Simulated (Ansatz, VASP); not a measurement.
## One calculation of ScAl3, two programs

Contents of INCAR:

```
SYSTEM = ScAl3
PREC = Accurate
ENCUT = 600
EDIFF = 1E-6
ISMEAR = 0
SIGMA = 0.1
LREAL = .False.
LASPH = .True.
NELM = 100
ALGO = Fast
ISIF = 3
LWAVE = .False.
LCHARG = .False.
GGA = PE
IBRION = 2
NSW = 100
EDIFFG = -0.01
```

The input KPOINTS:

```
regular mesh
0
Gamma
  18 18 6
  0 0 0
```

POSCAR

```
ScAl3
1.0
    3.0079107955      0.0000000000      0.0000000000
   -1.5039553977      2.6049271612      0.0000000000
    0.0000000000      0.0000000000      9.4146501454
Sc Al
1 3
Direct
    0.3333333333      0.6666666667      0.0000000000
    0.3333333333      0.6666666667      0.5000000000
    0.6666666667      0.3333333333      0.2591829179
    0.6666666667      0.3333333333      0.7408170821
```

Input for Ansatz:

```yaml
crystal:
  lattice:
    - [3.0079107955, 0.0, 0.0]
    - [-1.5039553977, 2.6049271612, 0.0]
    - [0.0, 0.0, 9.4146501454]
  atoms:
    - { symbol: Sc, position: [0.3333333333, 0.6666666667, 0.0] }
    - { symbol: Al, position: [0.3333333333, 0.6666666667, 0.5] }
    - { symbol: Al, position: [0.6666666667, 0.3333333333, 0.2591829179] }
    - { symbol: Al, position: [0.6666666667, 0.3333333333, 0.7408170821] }
basis:
  ecutwfc: 420
kpoints:
  mp_grid: { grid: [18, 18, 6] }
hamiltonian:
  xc: pbe
scf:
  occupations: { method: gaussian, width: 0.1 }
output:
  forces: true
  stress: true
  eigenvalues: true
  write_density: true
  write_potential: true
  elf: true
  volumetric_format: npy
relax:
  adjacent_minimum: "off"
  f_tol: 0.01
  max_steps: 80
  cell: { stress_tol: 0.05 }
```

Alike in both runs: task relaxation of cell and atoms; functional PBE; k mesh 18 × 18 × 6; occupations gaussian, width 0.1 eV; no spin polarisation.

```csv
,VASP,Ansatz
version,VASP 6.6.1,Ansatz 0.2.0
potentials or method,"VASP PAW PBE potentials, release 64 (Sc_sv, Al), cutoff 600 eV","scalar-relativistic, plane waves, PAW"
valence electrons in the cell,20,20
```

Ansatz gave:

- gap on the k mesh at the Fermi level, each at its own relaxed structure (eV): none
- relaxed volume (Å³/atom): 18.53
- relaxed cell length with the largest relative difference (Å): 3.048

Problem. What did VASP give for the same quantities?

Solution. gap on the k mesh at the Fermi level, each at its own relaxed structure (eV): none; relaxed volume (Å³/atom): 18.53; relaxed cell length with the largest relative difference (Å): 3.049.

A gap of «none» marks a metal or a gap that the smearing closes.
